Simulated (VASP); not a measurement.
# Ge (Fd-3m) in VASP: notebook

The runs below take Ge through single point, with PBE.

Program: VASP 6.6.1. These are calculated values, not measurements. Logs are shortened: lines on timing, memory, paths and dates and some standing lists are left out, and cuts for length are marked.

## (1) The cell of the first run

The structure is cubic, space group Fd-3m (No. 227). Conventional cell: a = 4.899 Å, b = 4.899 Å, c = 4.899 Å, α = 90.00°, β = 90.00°, γ = 90.00°. Within 2.8 Å of Ge (site symmetry -43m) lie 4 Ge at 2.12 Å.

## (2) Single point, PBE (C replaced by Ge, lengths x 1.347, strained)

INCAR

```
  ALGO = Normal
  EDIFF = 1E-6
  ENCUT = 520
  GGA = PE
  ISIF = 2
  ISMEAR = 0
  LASPH = T
  LCHARG = F
  LREAL = F
  LWAVE = F
  NBANDS = 21
  NELM = 100
  PREC = Accurate
  SIGMA = 0.1
```

KPOINTS

```
k-points
0
Gamma
  14 14 14
```

POSCAR

```
Ge
1.0
    0.0000000000      2.4495610988      2.4495610988
    2.4495610988      0.0000000000      2.4495610988
    2.4495610988      2.4495610988      0.0000000000
Ge
2
Direct
    0.5000000000      0.5000000000      0.5000000000
    0.7500000000      0.7500000000      0.7500000000
```

Potentials or basis: VASP PAW PBE potentials, release 64 (Ge_d).

The run is started by

```
$ cat potpaw_PBE.64/Ge_d/POTCAR > POTCAR
$ mpirun -np 1 vasp_std > vasp.out
```

OUTCAR:

```text
EDIFF = 1E-6
   ENCUT = 520
   GGA = PE
   ISIF = 2
   ISMEAR = 0
   LASPH = T
   LREAL = F
   NELM = 100
   PREC = Accurate

 ion  position               nearest neighbor table
   1  0.500  0.500  0.500-   2 2.12   2 2.12   2 2.12   2 2.12
   2  0.750  0.750  0.750-   1 2.12   1 2.12   1 2.12   1 2.12

  LATTYP: Found a face centered cubic cell.
 ALAT       =     4.8991221976

  Lattice vectors:

 A1 = (   0.0000000000,   2.4495610988,   2.4495610988)
 A2 = (   2.4495610988,   0.0000000000,   2.4495610988)
 A3 = (   2.4495610988,   2.4495610988,   0.0000000000)

Analysis of symmetry for initial positions (statically):
=====================================================================
 Subroutine PRICEL returns:
 Original cell was already a primitive cell.

 Routine SETGRP: Setting up the symmetry group for a
 face centered cubic supercell.

 Subroutine GETGRP returns: Found 48 space group operations
 (whereof 24 operations were pure point group operations)
 out of a pool of 48 trial point group operations.

The static configuration has the point symmetry T_d .
 The point group associated with its full space group is O_h .

Analysis of symmetry for dynamics (positions and initial velocities):
=====================================================================
 Subroutine PRICEL returns:
 Original cell was already a primitive cell.

 Routine SETGRP: Setting up the symmetry group for a
 face centered cubic supercell.

 Subroutine GETGRP returns: Found 48 space group operations
 (whereof 24 operations were pure point group operations)
 out of a pool of 48 trial point group operations.

The dynamic configuration has the point symmetry T_d .
 The point group associated with its full space group is O_h .

 Subroutine INISYM returns: Found 48 space group operations
 (whereof 24 operations are pure point group operations),
 and found     1 'primitive' translations

----------------------------------------------------------------------------------------

                                     Primitive cell

  volume of cell :      29.3964

  direct lattice vectors                    reciprocal lattice vectors
     0.000000000  2.449561099  2.449561099    -0.204118199  0.204118199  0.204118199
     2.449561099  0.000000000  2.449561099     0.204118199 -0.204118199  0.204118199
     2.449561099  2.449561099  0.000000000     0.204118199  0.204118199 -0.204118199

  length of vectors
[... 78 lines left out ...]
   LSORBIT =      F    spin-orbit coupling
   LASPH  =      T    aspherical Exc in radial PAW
   ENCUT  =  520.0 eV  38.22 Ry    6.18 a.u.   6.44  6.44  6.44*2*pi/ulx,y,z
   NELM   =    100;   NELMIN=  2; NELMDL= -5     # of ELM steps
   EDIFF  = 0.1E-05   stopping-criterion for ELM
   LREAL  =      F    real-space projection
   EDIFFG = 0.1E-04   stopping-criterion for IOM
   NSW    =      0    number of steps for IOM
   IBRION =     -1    ionic relax: 0-MD 1-quasi-New 2-CG
   NFREE  =      0    steps in history (QN), initial steepest desc. (CG)
   ISIF   =      2    stress and relaxation
   ISYM   =      2    0-nonsym 1-usesym 2-fastsym
   POTIM  = 0.5000    time-step for ionic-motion
   TEBEG  =    0.0;   TEEND  =   0.0 temperature during run
   PSTRESS=    0.0 pullay stress
   NELECT =      28.0000    total number of electrons
   NUPDOWN=      -1.0000    fix difference up-down
   EMIN   =  10.00;   EMAX   =-10.00  energy-range for DOS
   EFERMI =   0.00;   METHOD = LEGACY
   ISMEAR =     0;   SIGMA  =   0.10  broadening in eV -4-tet -1-fermi 0-gaus
   EFERMI_NEDOS =   21; number of points for ismear=-14 and -15
   IALGO  =     38    algorithm
   IMIX   =      4    mixing-type and parameters
     AMIX     =   0.40;   BMIX     =  1.00
     AMIX_MAG =   1.60;   BMIX_MAG =  1.00
  volume/ion in A,a.u.               =      14.70        99.19
  Fermi-wavevector in a.u.,A,eV,Ry     =   1.610754  3.043884 35.300705  2.594529
  Thomas-Fermi vector in A             =   2.706254
   LORBIT       =      0    0 simple, 1 ext, 2 COOP (PROOUT), +10 PAW based schemes
   GGA     = PE    functional components
   LHFCALC =     F    Hartree Fock is set to
   AEXX    =    0.0000 exact exchange contribution
   IVDW    =     0    specifies the selected vdW correction
   LEPSILON=     F    determine dielectric tensor
   LRPA    =     F    only Hartree local field effects (RPA)
 non-spin polarized calculation
 Gauss-broadening in eV      SIGMA  =   0.10
  energy-cutoff  :      520.00
  volume of cell :       29.40
 maximum number of plane-waves:       808
 NGX is ok and might be reduce to    28
   NGX = 13   NGY = 13   NGZ = 13

 number of electron      27.9999983 magnetization

 Free energy of the ion-electron system (eV)
  ---------------------------------------------------
  ext. energy  EPLUGINS =         0.00000000
  ---------------------------------------------------
  free energy    TOTEN  =        -5.78338380 eV

  energy without entropy =       -5.78232576  energy(sigma->0) =       -5.78285478

 E-fermi :  10.1708     XC(G=0): -12.1627

 val. band max:       10.1362331650   @ k =   0.0714   0.0000   0.0000
 cond. band min:      10.1873202089   @ k =   0.5000   0.5000   0.0000
 fundamental gap:      0.0510870439
 Fermi energy:        10.1707656538

 k-point     1 :       0.0000    0.0000    0.0000
  band No.  band energies     occupation
      1     -15.7926      2.00000
      2     -15.7926      2.00000
      3     -15.7926      2.00000
      4     -15.7116      2.00000
      5     -15.7116      2.00000
      6     -15.1171      2.00000
[... 565 lines left out ...]
     20      21.1827      0.00000
     21      21.3489      0.00000

 [... further k-points ...]

------------------------ aborting loop because EDIFF is reached ----------------------------------------

  FORCE on cell =-STRESS in cart. coord.  units (eV):
  Direction    XX          YY          ZZ          XY          YZ          ZX
  --------------------------------------------------------------------------------------
  -------------------------------------------------------------------------------------
  Total       16.2079702     16.2079702     16.2079702     -0.0000000      0.0000000     -0.0000000
  in kB      883.3735420    883.3735420    883.3735420     -0.0000000      0.0000000     -0.0000000
  external PRESSURE =     883.3735420 kB  Pullay stress =       0.0000000 kB

 VOLUME and BASIS-vectors are now :
 -----------------------------------------------------------------------------
  energy-cutoff  :      520.00
  volume of cell :       29.40
      direct lattice vectors                 reciprocal lattice vectors
     0.000000000  2.449561099  2.449561099    -0.204118199  0.204118199  0.204118199
     2.449561099  0.000000000  2.449561099     0.204118199 -0.204118199  0.204118199
     2.449561099  2.449561099  0.000000000     0.204118199  0.204118199 -0.204118199

 POSITION                                       TOTAL-FORCE (eV/Angst)
 -----------------------------------------------------------------------------------
      2.44956      2.44956      2.44956        -0.000000     -0.000000     -0.000000
      3.67434      3.67434      3.67434         0.000000      0.000000      0.000000
 -----------------------------------------------------------------------------------
    total drift:                                0.000000      0.000000      0.000000

  FREE ENERGIE OF THE ION-ELECTRON SYSTEM (eV)
  ---------------------------------------------------
  free  energy   TOTEN  =        -5.7833837959 eV

  energy  without entropy=       -5.7823257594  energy(sigma->0) =       -5.78285478
```

stdout:

```text
POSCAR found type information on POSCAR Ge
 POSCAR found :  1 types and       2 ions
 scaLAPACK will be used
 LDA part: xc-table for (Slater+PW92), standard interpolation
 POSCAR, INCAR and KPOINTS ok, starting setup
 FFT: planning ... GRIDC
 FFT: planning ... GRID_SOFT
 FFT: planning ... GRID
 WAVECAR not read
 entering main loop
```

Run time: 87 s. Hardware: 1 thread of Intel Xeon 8259CL, shared host; peak memory 0.19 GiB.

What came out:

```yaml
Free_energy: -5.7834 eV
Pressure: 88.3 GPa
Band_gap_on_the_k_mesh: zero (bands 14 and 15 overlap by 0.36 eV)
```

Caveat: the cell differs from its parent crystal (C replaced by Ge, lengths x 1.347, strained); the cell stands under pressure; semilocal functionals underestimate gaps, so a narrow gap can read as zero.

## (3) Single point, PBE (C replaced by Ge, lengths x 1.347, strained)

INCAR

```
ALGO = Normal
EDIFF = 1E-6
ENCUT = 520
GGA = PE
ISIF = 2
ISMEAR = 0
LASPH = True
LCHARG = False
LREAL = False
LWAVE = False
NBANDS = 21
NELM = 80
PREC = Accurate
SIGMA = 0.1
```

KPOINTS is that of step 2.

POSCAR

```
Ge
1.0
    0.0000000000      2.5161453703      2.5161453703
    2.5161453703      0.0000000000      2.5161453703
    2.5161453703      2.5161453703      0.0000000000
Ge
2
Direct
    0.5000000000      0.5000000000      0.5000000000
    0.7500000000      0.7500000000      0.7500000000
```

Potentials or basis: VASP PAW PBE potentials, release 64 (Ge_d).

The run is started by

```
$ cat potpaw_PBE.64/Ge_d/POTCAR > POTCAR
$ mpirun -np 1 vasp_std > vasp.out
```

Run time: 95 s. Hardware: 1 thread of AMD EPYC 7R13, shared host; peak memory 0.16 GiB.

It converged, with:

```yaml
Free_energy: -6.9271 eV
Pressure: 61.5 GPa
Band_gap_on_the_k_mesh: zero (bands 14 and 15 overlap by 0.13 eV)
```

Levels at points of the mesh, in eV from the Fermi level:
```csv
k point,band 12,band 13,band 14,band 15,band 16,band 17
"(0.00, 0.00, 0.00)",0.10,0.10,0.10,2.66,2.66,2.66
"(0.50, 0.00, 0.00)",-9.78,-1.98,-1.98,1.55,3.82,3.82
"(0.50, 0.50, 0.00)",-10.54,-4.50,-4.50,0.14,0.14,12.78
```

Caveat: the cell differs from its parent crystal (C replaced by Ge, lengths x 1.347, strained); the cell stands under pressure; semilocal functionals underestimate gaps, so a narrow gap can read as zero.
